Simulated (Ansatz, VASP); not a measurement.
## One calculation of HfC, two programs

File INCAR:

```
PREC     = Accurate       # precision mode
ENCUT    = 520            # plane-wave cutoff, eV
EDIFF    = 1E-7           # SCF threshold, eV
ISMEAR   = 0              # smearing method
SIGMA    = 0.05           # smearing width, eV
LREAL    = False          # projectors in reciprocal space
LASPH    = True           # aspherical terms in the spheres
NELM     = 80             # most SCF steps
ALGO     = Normal         # electronic algorithm
ISIF     = 2              # what is computed and relaxed
LWAVE    = False          # write WAVECAR
LCHARG   = False          # write CHGCAR
GGA      = PE             # functional
IVDW     = 12             # dispersion correction
NBANDS   = 14             # bands
```

File KPOINTS:

```
regular mesh
0
Gamma
  18 18 18
```

File POSCAR:

```
HfC
1.0
    2.9008889300      0.0000000000      0.0000000000
    0.0000000000      2.9008889300      0.0000000000
    0.0000000000      0.0000000000      2.9008889300
Hf C
1 1
Direct
    0.0000000000      0.0000000000      0.0000000000
    0.5000000000      0.5000000000      0.5000000000
```

Input for Ansatz:

```yaml
crystal:
  lattice:
    - [2.90088893, 0.0, 0.0]
    - [0.0, 2.90088893, 0.0]
    - [0.0, 0.0, 2.90088893]
  atoms:
    - { symbol: Hf, position: [0.0, 0.0, 0.0] }
    - { symbol: C, position: [0.5, 0.5, 0.5] }
basis:
  ecutwfc: 420
  ecutrho_ratio: 4
kpoints:
  mp_grid: { grid: [18, 18, 18] }
hamiltonian:
  xc: pbe
  dispersion: d3bj
scf:
  occupations: { method: gaussian, width: 0.05 }
output:
  forces: true
  stress: true
  write_density: true
  write_potential: true
  elf: true
  volumetric_format: npy
```

Alike in both runs: task single point; functional PBE; dispersion D3(BJ); k mesh 18 × 18 × 18; occupations gaussian, width 0.05 eV; no spin polarisation.

|  | VASP | Ansatz |
| --- | --- | --- |
| version | VASP 6.6.1 | Ansatz 0.2.0 |
| potentials or method | VASP PAW PBE potentials, release 64 (Hf_pv, C), cutoff 520 eV | scalar-relativistic, plane waves, PAW |
| valence electrons in the cell | 14 | 30 |

|  | VASP | Ansatz | Ansatz less VASP |
| --- | --- | --- | --- |
| gap on the k mesh at the Fermi level (eV) | none | none | - |
| pressure (GPa) | -6.3 | -4.9 | +1.37 |

A gap of «none» marks a metal or a gap that the smearing closes. VASP's potentials hold 14 valence electrons a cell and Ansatz's 30, so a difference there can come from the potentials and not from the codes.

Neither program's run includes spin-orbit coupling.
